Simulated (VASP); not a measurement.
# InAs (F-43m) in VASP: single point with LDA

Aim: the single point of InAs with LDA.

Program: VASP 6.6.1. These are calculated values, not measurements. Logs are shortened: lines on timing, memory, paths and dates and some standing lists are left out, and cuts for length are marked.

## 1. The cell of the first run

It takes space group F-43m (No. 216, cubic). Conventional cell: a = 6.026 Å, b = 6.026 Å, c = 6.026 Å, α = 90.00°, β = 90.00°, γ = 90.00°. Within 3.4 Å of In (site symmetry -43m) lie 4 As at 2.61 Å. As (site symmetry -43m) has 4 In at 2.61 Å within 3.4 Å.

## 2. Single point, LDA

INCAR

```
SYSTEM = InAs
PREC     = Accurate       ! precision mode
ENCUT    = 500            ! plane-wave cutoff, eV
EDIFF    = 1E-6           ! SCF threshold, eV
ISMEAR   = 0              ! smearing method
SIGMA    = 0.1            ! smearing width, eV
LREAL    = .False.        ! projectors in reciprocal space
LASPH    = .True.         ! aspherical terms in the spheres
NELM     = 120            ! most SCF steps
ALGO     = Normal         ! electronic algorithm
ISIF     = 2              ! what is computed and relaxed
LWAVE    = .False.        ! write WAVECAR
LCHARG   = .False.        ! write CHGCAR
NBANDS   = 16             ! bands
GGA_COMPAT= .False.
```

KPOINTS

```
regular mesh
0
Gamma
  12 12 12
  0 0 0
```

POSCAR

```
InAs
1.0
    0.0000000000      3.0130178171      3.0130178171
    3.0130178171      0.0000000000      3.0130178171
    3.0130178171      3.0130178171      0.0000000000
In As
1 1
Direct
    0.0000000000      0.0000000000      0.0000000000
    0.2500000000      0.2500000000      0.2500000000
```

Potentials or basis: VASP PAW LDA potentials, release 64 (In_d, As).

Run with:

```sh
> cat potpaw_LDA.64/In_d/POTCAR potpaw_LDA.64/As/POTCAR > POTCAR
> mpirun -np 1 vasp_std > vasp.out
```

OUTCAR:

```text
SYSTEM = InAs
   PREC = Accurate
   ENCUT = 500
   EDIFF = 1E-6
   ISMEAR = 0
   LREAL = .False.
   LASPH = .True.
   NELM = 120
   ISIF = 2

 ion  position               nearest neighbor table
   1  0.000  0.000  0.000-   2 2.61   2 2.61   2 2.61   2 2.61
   2  0.250  0.250  0.250-   1 2.61   1 2.61   1 2.61   1 2.61

  LATTYP: Found a face centered cubic cell.
 ALAT       =     6.0260356342

  Lattice vectors:

 A1 = (   0.0000000000,   3.0130178171,   3.0130178171)
 A2 = (   3.0130178171,   0.0000000000,   3.0130178171)
 A3 = (   3.0130178171,   3.0130178171,   0.0000000000)

Analysis of symmetry for initial positions (statically):
=====================================================================
 Subroutine PRICEL returns:
 Original cell was already a primitive cell.

 Routine SETGRP: Setting up the symmetry group for a
 face centered cubic supercell.

 Subroutine GETGRP returns: Found 24 space group operations
 (whereof 24 operations were pure point group operations)
 out of a pool of 48 trial point group operations.

The static configuration has the point symmetry T_d .

Analysis of symmetry for dynamics (positions and initial velocities):
=====================================================================
 Subroutine PRICEL returns:
 Original cell was already a primitive cell.

 Routine SETGRP: Setting up the symmetry group for a
 face centered cubic supercell.

 Subroutine GETGRP returns: Found 24 space group operations
 (whereof 24 operations were pure point group operations)
 out of a pool of 48 trial point group operations.

The dynamic configuration has the point symmetry T_d .

 Subroutine INISYM returns: Found 24 space group operations
 (whereof 24 operations are pure point group operations),
 and found     1 'primitive' translations

----------------------------------------------------------------------------------------

                                     Primitive cell

  volume of cell :      54.7060

  direct lattice vectors                    reciprocal lattice vectors
     0.000000000  3.013017817  3.013017817    -0.165946579  0.165946579  0.165946579
     3.013017817  0.000000000  3.013017817     0.165946579 -0.165946579  0.165946579
     3.013017817  3.013017817  0.000000000     0.165946579  0.165946579 -0.165946579

  length of vectors
     4.261050661  4.261050661  4.261050661     0.287427907  0.287427907  0.287427907

  position of ions in fractional coordinates (direct lattice)
     0.000000000  0.000000000  0.000000000
     0.250000000  0.250000000  0.250000000

  ion indices of the primitive-cell ions
   primitive index   ion index
                 1           1
                 2           2

----------------------------------------------------------------------------------------

 KPOINTS: regular mesh

Automatic generation of k-mesh.
 Grid dimensions read from file:
 generate k-points for:   12   12   12

 Generating k-lattice:

  Cartesian coordinates                     Fractional coordinates (reciprocal lattice)
    -0.013828882  0.013828882  0.013828882     0.083333333  0.000000000  0.000000000
     0.013828882 -0.013828882  0.013828882     0.000000000  0.083333333  0.000000000
     0.013828882  0.013828882 -0.013828882     0.000000000  0.000000000  0.083333333

  Length of vectors
     0.023952326  0.023952326  0.023952326

  Shift w.r.t. Gamma in fractional coordinates (k-lattice)
     0.000000000  0.000000000  0.000000000

 Subroutine IBZKPT returns following result:
 ===========================================

 Found     72 irreducible k-points:

 Following reciprocal coordinates:
            Coordinates               Weight
  0.000000  0.000000  0.000000      1.000000
  0.083333  0.000000  0.000000      8.000000
  0.166667  0.000000  0.000000      8.000000
  0.250000  0.000000  0.000000      8.000000
  0.333333  0.000000  0.000000      8.000000
  0.416667  0.000000  0.000000      8.000000
[... 16 lines left out ...]
  0.500000  0.166667  0.000000     24.000000
 -0.416667  0.166667  0.000000     24.000000
 [... further k-points ...]
   k-points           NKPTS =     72   k-points in BZ     NKDIM =     72   number of bands    NBANDS=     16
   number of dos      NEDOS =    301   number of ions     NIONS =      2
   total plane-waves  NPLWV =  32768
   dimension x,y,z NGX =    32 NGY =   32 NGZ =   32
   dimension x,y,z NGXF=    64 NGYF=   64 NGZF=   64
   ions per type =               1   1
   NGX,Y,Z   is equivalent  to a cutoff of  12.48, 12.48, 12.48 a.u.
   NGXF,Y,Z  is equivalent  to a cutoff of  24.97, 24.97, 24.97 a.u.
 SYSTEM =  InAs
   PREC   = accura    normal or accurate (medium, high low for compatibility)
   ISTART =      0    job   : 0-new  1-cont  2-samecut
   ICHARG =      2    charge: 1-file 2-atom 10-const
   ISPIN  =      1    spin polarized calculation?
   LNONCOLLINEAR =      F non collinear calculations
   LSORBIT =      F    spin-orbit coupling
   LASPH  =      T    aspherical Exc in radial PAW
   ENCUT  =  500.0 eV  36.75 Ry    6.06 a.u.   7.77  7.77  7.77*2*pi/ulx,y,z
   NELM   =    120;   NELMIN=  2; NELMDL= -5     # of ELM steps
   EDIFF  = 0.1E-05   stopping-criterion for ELM
   LREAL  =      F    real-space projection
   EDIFFG = 0.1E-04   stopping-criterion for IOM
   NSW    =      0    number of steps for IOM
   IBRION =     -1    ionic relax: 0-MD 1-quasi-New 2-CG
   NFREE  =      0    steps in history (QN), initial steepest desc. (CG)
   ISIF   =      2    stress and relaxation
   ISYM   =      2    0-nonsym 1-usesym 2-fastsym
   POTIM  = 0.5000    time-step for ionic-motion
   TEBEG  =    0.0;   TEEND  =   0.0 temperature during run
   PSTRESS=    0.0 pullay stress
   NELECT =      18.0000    total number of electrons
   NUPDOWN=      -1.0000    fix difference up-down
   EMIN   =  10.00;   EMAX   =-10.00  energy-range for DOS
   EFERMI =   0.00;   METHOD = LEGACY
   ISMEAR =     0;   SIGMA  =   0.10  broadening in eV -4-tet -1-fermi 0-gaus
   EFERMI_NEDOS =   21; number of points for ismear=-14 and -15
   IALGO  =     38    algorithm
   IMIX   =      4    mixing-type and parameters
     AMIX     =   0.40;   BMIX     =  1.00
     AMIX_MAG =   1.60;   BMIX_MAG =  1.00
  volume/ion in A,a.u.               =      27.35       184.59
  Fermi-wavevector in a.u.,A,eV,Ry     =   1.130197  2.135762 17.379323  1.277344
  Thomas-Fermi vector in A             =   2.266892
   LORBIT       =      0    0 simple, 1 ext, 2 COOP (PROOUT), +10 PAW based schemes
   GGA     = CA    functional components
   LHFCALC =     F    Hartree Fock is set to
   AEXX    =    0.0000 exact exchange contribution
   IVDW    =     0    specifies the selected vdW correction
   LEPSILON=     F    determine dielectric tensor
   LRPA    =     F    only Hartree local field effects (RPA)
 non-spin polarized calculation
 Gauss-broadening in eV      SIGMA  =   0.10
  energy-cutoff  :      500.00
  volume of cell :       54.71
 maximum number of plane-waves:      1411
   NGX = 15   NGY = 15   NGZ = 15

 number of electron      17.9999992 magnetization

 Free energy of the ion-electron system (eV)
  ---------------------------------------------------
  ext. energy  EPLUGINS =         0.00000000
  ---------------------------------------------------
  free energy    TOTEN  =        -9.02984275 eV

  energy without entropy =       -9.02969363  energy(sigma->0) =       -9.02976819

 E-fermi :   4.5021     XC(G=0):  -9.4570

 val. band max:        4.4445752074   @ k =   0.0000   0.0000   0.0000
 cond. band min:       5.1877293224   @ k =   0.0833   0.0000   0.0000
 fundamental gap:      0.7431541151
 Fermi energy:         4.5021355929

 k-point     1 :       0.0000    0.0000    0.0000
  band No.  band energies     occupation
      1      -9.9339      2.00000
      2      -9.9339      2.00000
      3      -9.9339      2.00000
      4      -9.8009      2.00000
      5      -9.8009      2.00000
      6      -7.5377      2.00000
[... 8 lines left out ...]
     15      14.1900      0.00000
     16      14.1900      0.00000

 k-point     2 :       0.0833    0.0000    0.0000
  band No.  band energies     occupation
      1      -9.9441      2.00000
      2      -9.9310      2.00000
      3      -9.9310      2.00000
      4      -9.8010      2.00000
      5      -9.8010      2.00000
      6      -7.4631      2.00000
[... 8 lines left out ...]
     15      13.5491      0.00000
     16      13.5491      0.00000

 k-point     3 :       0.1667    0.0000    0.0000
  band No.  band energies     occupation
      1      -9.9709      2.00000
      2      -9.9236      2.00000
      3      -9.9236      2.00000
      4      -9.8009      2.00000
      5      -9.8009      2.00000
      6      -7.2477      2.00000
[... 8 lines left out ...]
     15      13.0288      0.00000
     16      13.0288      0.00000

 k-point     4 :       0.2500    0.0000    0.0000
  band No.  band energies     occupation
      1     -10.0053      2.00000
      2      -9.9144      2.00000
      3      -9.9144      2.00000
      4      -9.7997      2.00000
      5      -9.7997      2.00000
      6      -6.9177      2.00000
[... 8 lines left out ...]
     15      12.9897      0.00000
     16      12.9897      0.00000
[... 324 lines left out ...]
 k-point    22 :       0.4167    0.1667    0.0000
  band No.  band energies     occupation
      1     -10.0655      2.00000
      2      -9.8947      2.00000
      3      -9.8882      2.00000
      4      -9.8110      2.00000
      5      -9.7887      2.00000
      6      -6.1970      2.00000
[... 8 lines left out ...]
     15      14.4819      0.00000
     16      15.2356      0.00000

 k-point    23 :       0.5000    0.1667    0.0000
  band No.  band energies     occupation
      1     -10.0770      2.00000
      2      -9.8936      2.00000
      3      -9.8862      2.00000
      4      -9.8057      2.00000
      5      -9.7902      2.00000
      6      -5.9151      2.00000
[... 8 lines left out ...]
     15      14.7772      0.00000
     16      15.3026      0.00000

 k-point    24 :      -0.4167    0.1667    0.0000
  band No.  band energies     occupation
      1     -10.0768      2.00000
      2      -9.8941      2.00000
      3      -9.8878      2.00000
      4      -9.8005      2.00000
      5      -9.7946      2.00000
      6      -5.8705      2.00000
[... 8 lines left out ...]
     15      14.1236      0.00000
     16      14.4981      0.00000

 [... further k-points ...]

------------------------ aborting loop because EDIFF is reached ----------------------------------------

  FORCE on cell =-STRESS in cart. coord.  units (eV):
  Direction    XX          YY          ZZ          XY          YZ          ZX
  --------------------------------------------------------------------------------------
  -------------------------------------------------------------------------------------
  Total        0.0491977      0.0491977      0.0491977      0.0000000      0.0000000      0.0000000
  in kB        1.4408558      1.4408558      1.4408558      0.0000000      0.0000000      0.0000000
  external PRESSURE =       1.4408558 kB  Pullay stress =       0.0000000 kB

 VOLUME and BASIS-vectors are now :
 -----------------------------------------------------------------------------
  energy-cutoff  :      500.00
  volume of cell :       54.71
      direct lattice vectors                 reciprocal lattice vectors
     0.000000000  3.013017817  3.013017817    -0.165946579  0.165946579  0.165946579
     3.013017817  0.000000000  3.013017817     0.165946579 -0.165946579  0.165946579
     3.013017817  3.013017817  0.000000000     0.165946579  0.165946579 -0.165946579

 POSITION                                       TOTAL-FORCE (eV/Angst)
 -----------------------------------------------------------------------------------
      0.00000      0.00000      0.00000        -0.000000     -0.000000     -0.000000
      1.50651      1.50651      1.50651         0.000000      0.000000      0.000000
 -----------------------------------------------------------------------------------
    total drift:                               -0.000000     -0.000000     -0.000000

  FREE ENERGIE OF THE ION-ELECTRON SYSTEM (eV)
  ---------------------------------------------------
  free  energy   TOTEN  =        -9.0298427484 eV

  energy  without entropy=       -9.0296936319  energy(sigma->0) =       -9.02976819
```

It took 81 s on 1 thread of Intel Xeon 8259CL, shared host; peak memory 0.19 GiB.

Results:

| Item | Value |
| --- | --- |
| Free energy | -9.0298 eV |
| Pressure | 0.1 GPa |
| Band gap on the k mesh | zero (filled and empty bands touch) |

Caveat: semilocal functionals underestimate gaps, and a narrow one can read as zero; spin-orbit coupling is left out, which moves the levels of the heavy elements.

The gap in the log of VASP goes by the Fermi energy; the results here count the filled bands.